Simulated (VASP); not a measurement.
Here is a VASP 6.6.1 calculation.

POSCAR

```
InSe2
1.0
    3.8948930000      0.0000000000      0.0000000000
    0.0000000000      3.8948930000      0.0000000000
    0.0000000000      0.0000000000      9.6262310000
In Se
2 4
Direct
    0.0000000000      0.5000000000      0.7064680000
    0.5000000000      0.0000000000      0.2935320000
    0.0000000000      0.5000000000      0.3662120000
    0.5000000000      0.0000000000      0.6337880000
    0.0000000000      0.0000000000      0.0000000000
    0.5000000000      0.5000000000      0.0000000000
```

File INCAR.step1:

```
SYSTEM = InSe2
  PREC = Accurate
  ENCUT = 520
  ISMEAR = 0
  SIGMA = 0.1
  LREAL = .False.
  LASPH = .True.
  NELM = 100
  NBANDS = 34
  GGA = PE
  ALGO = Normal
  EDIFF = 1E-4
  LWAVE = .True.
  LCHARG = .False.
```

Contents of INCAR.step2:

```
SYSTEM = InSe2
  PREC = Accurate
  ENCUT = 520
  EDIFF = 1E-7
  ISMEAR = 0
  SIGMA = 0.1
  LREAL = .False.
  LASPH = .True.
  NELM = 100
  ALGO = Normal
  ISIF = 2
  LWAVE = .False.
  LCHARG = .False.
  METAGGA = R2SCAN
  LMIXTAU = .True.
  NBANDS = 34
  ISTART = 1
```

Contents of KPOINTS:

```
Automatic mesh
0
Gamma
  10 10 4
  0 0 0
```

Potentials or basis: VASP PAW PBE potentials, release 64 (In_d, Se).

Command:

```console
$ cat potpaw_PBE.64/In_d/POTCAR potpaw_PBE.64/Se/POTCAR > POTCAR
$ cp INCAR.step1 INCAR
$ mpirun -np 1 vasp_std > vasp.out
$ cp INCAR.step2 INCAR
$ mpirun -np 1 vasp_std > vasp.out
```

**Question.** Predict the pressure.

**Answer.** -1.7 GPa.

**Question.** Predict the band gap on the k mesh.

**Answer.** Zero (band 25 reaches 5.74 eV, above the bottom of band 26 at 3.43 eV).

Forces in eV/Å, atoms in the order of the input:
```
In   0.000  0.000 -0.111
In   0.000  0.000  0.111
Se   0.000  0.000 -0.158
Se   0.000  0.000  0.158
Se   0.000  0.000  0.000
Se   0.000  0.000  0.000
```

Caveat: the PAW data sets were made with another functional, which shifts forces and pressure a little; spin-orbit coupling is left out, which moves the levels of the heavy elements.
